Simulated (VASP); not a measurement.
Write the native input for VASP 6.6.1 that does the following.

- Task: single point
- Functional: PBE
- Potentials or basis: VASP PAW PBE potentials, release 64 (Pd, P)
- Cutoff: 520 eV
- k mesh: 4 × 4 × 1
- Occupations: gaussian, width 0.15 eV
- Spin: no spin polarisation
- Dipole correction: no
- Further INCAR settings: ALGO = Normal; EDIFF = 1e-06; NBANDS = 74

The structure of PPd12 lies in POSCAR:

```
PPd12
1.0
    5.5012910000      0.0000000000      0.0000000000
    2.7506450000      4.7642580000      0.0000000000
    0.0000000000      0.0000000000     16.4917850000
Pd P
12 1
Direct
    0.1666667273      0.1666666667      0.0606362501
    0.6666666364      0.1666666667      0.0606362501
    0.1666668181      0.6666666667      0.0606362501
    0.6666667273      0.6666666667      0.0606362501
   -0.1669092537      0.3334546534      0.2013132599
    0.3334545700      0.3334546534      0.2013132599
   -0.1666665455      0.8333333333      0.2025836500
    0.3334546837      0.8330906932      0.2013132599
   -0.0030772862     -0.0030770794      0.3449093594
    0.5061542741     -0.0030770794      0.3449093594
   -0.0030770929      0.5061543686      0.3449093594
    0.5000000000      0.5000000000      0.3410008680
    0.1666667273      1.1666666667      0.4380189895
```

One way to write it, as run:

INCAR

```
ALGO     = Normal         # electronic algorithm
EDIFF    = 1E-6           # SCF threshold, eV
ENCUT    = 520            # plane-wave cutoff, eV
GGA      = PE             # functional
ISIF     = 2              # what is computed and relaxed
ISMEAR   = 0              # smearing method
LASPH    = T              # aspherical terms in the spheres
LCHARG   = T              # write CHGCAR
LELF     = T              # ELF
LREAL    = F              # projectors in reciprocal space
LVHAR    = T            
LWAVE    = F              # write WAVECAR
NBANDS   = 74             # bands
NELM     = 80             # most SCF steps
PREC     = Accurate       # precision mode
SIGMA    = 0.15           # smearing width, eV
```

KPOINTS

```
k-points
0
Gamma
  4 4 1
```

Potentials or basis: VASP PAW PBE potentials, release 64 (Pd, P).

The run is started by

```console
$ cat potpaw_PBE.64/Pd/POTCAR potpaw_PBE.64/P/POTCAR > POTCAR
$ mpirun -np 1 vasp_std > vasp.out
```

It gave:

- Largest force: 0.065 eV/Å
- Band gap on the k mesh: zero (an odd number of electrons rules out a gap without spin polarisation)

Caveat: there is no dipole correction, which matters where the two faces differ.

It took 12 min on 1 thread of Intel Xeon 8259CL (shared host), peak memory 0.56 GiB.
